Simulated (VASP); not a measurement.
Runs of VASP 6.6.1 on TiHg. The structure is that of space group P4/mmm (No. 123), or close to it. The cells are those of the table. 

```tsv
task	cell	gap on the mesh (eV)	pressure (GPa)
single point	a = 3.009, b = 3.009, c = 4.122 Å, 2 atoms	none	(a)
single point	a = 3.069, b = 3.069, c = 4.041 Å, 2 atoms	none	-9.5
electric field gradients	a = 2.948, b = 2.948, c = 3.959 Å, 2 atoms	none	2.0
single point	a = 3.019, b = 3.019, c = 4.054 Å, 2 atoms	none	-6.8
single point	a = 3.049, b = 3.049, c = 4.094 Å, 2 atoms	none	-9.5
```

Alike in all rows: level LDA; potentials or basis VASP PAW LDA potentials, release 64 (Ti_sv, Hg); no spin polarisation; k mesh 14 × 14 × 10; cutoff (eV) 520; smearing fermi-dirac 0.08 eV.

Problem. Estimate the missing entries.

Solution. (a) -7.8.

Caveats: spin-orbit coupling is left out, which moves the levels of the heavy elements; the cell stands under tension (at least some runs).

A k mesh can miss the band edges, and the runs leave out spin-orbit coupling on Hg.

A gap of «none» marks levels without a gap at the run's occupations.
